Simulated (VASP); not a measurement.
A run of VASP 6.6.1 is set up as follows.

Contents of INCAR:

```
SYSTEM = TiRh
ALGO = Normal
EDIFF = 1E-7
EDIFFG = -0.02
ENCUT = 600
GGA = CA
IBRION = 2
ISIF = 8
ISMEAR = 0
LASPH = .TRUE.
LCHARG = .FALSE.
LREAL = .FALSE.
LWAVE = .FALSE.
NELM = 100
NSW = 80
PREC = Accurate
SIGMA = 0.05
```

File KPOINTS:

```
k-points
0
G
  8 8 8
  0 0 0
```

File POSCAR:

```
TiRh
1.0
    3.1152000000      0.0000000000      0.0000000000
    0.0000000000      3.1152000000      0.0000000000
    0.0000000000      0.0000000000      3.1152000000
Ti Rh
1 1
Direct
    0.5000000000      0.5000000000      0.5000000000
    0.0000000000      0.0000000000      0.0000000000
```

Potentials or basis: VASP PAW LDA potentials, release 64 (Ti_sv, Rh_pv).

Run with:

```bash
$ cat potpaw_LDA.64/Ti_sv/POTCAR potpaw_LDA.64/Rh_pv/POTCAR > POTCAR
$ mpirun -np 1 vasp_std > vasp.out
```

Q: What does it give for the relaxed cell?

A: a = 3.048 Å, b = 3.048 Å, c = 3.048 Å, α = 90.00°, β = 90.00°, γ = 90.00°.

Q: What does it give for the relaxed volume?

A: 14.16 Å³/atom.

Q: Predict the space group after relaxing (to 0.05 Å).

A: Pm-3m (No. 221).

Final structure:
```
Ti Rh
1.0
     3.04777    0.00000    0.00000
     0.00000    3.04777    0.00000
     0.00000    0.00000    3.04777
Ti Rh
1 1
Direct
  0.50000 0.50000 0.50000
  0.00000 0.00000 0.00000
```
